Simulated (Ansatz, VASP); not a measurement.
Two plane-wave programs on Ir

```xyz
2
Lattice="2.7142 0.0000 0.0000 -1.3571 2.3506 0.0000 0.0000 0.0000 4.4020" Properties=species:S:1:pos:R:3 pbc="T T T"
Ir    0.0000    1.5670    1.1005
Ir    1.3571    0.7835    3.3015
```

Alike in both runs: task single point; functional PBEsol; k mesh 11 × 11 × 6; occupations fermi-dirac, width 0.05 eV; no spin polarisation.

|  | VASP | Ansatz |
| --- | --- | --- |
| version | VASP 6.6.1 | Ansatz 0.2.0 |
| potentials or method | VASP PAW PBE potentials, release 64 (Ir) | Ansatz PAW |
| plane-wave cutoff (eV) | 520 | 420 |
| valence electrons in the cell | 18 | 34 |

```csv
,VASP,Ansatz,Ansatz less VASP
gap on the k mesh at the Fermi level (eV),none,none,-
pressure (GPa),3.2,2.2,-1.02
"traceless stress, the component that is largest in VASP (GPa)",-0.06,-0.11,-0.044
```

VASP's potentials were made for PBE, not for PBEsol. A gap of «none» marks a metal or a gap that the smearing closes. VASP's potentials hold 18 valence electrons a cell and Ansatz's 34, so a difference there can come from the potentials and not from the codes.

Spin-orbit coupling is off throughout.
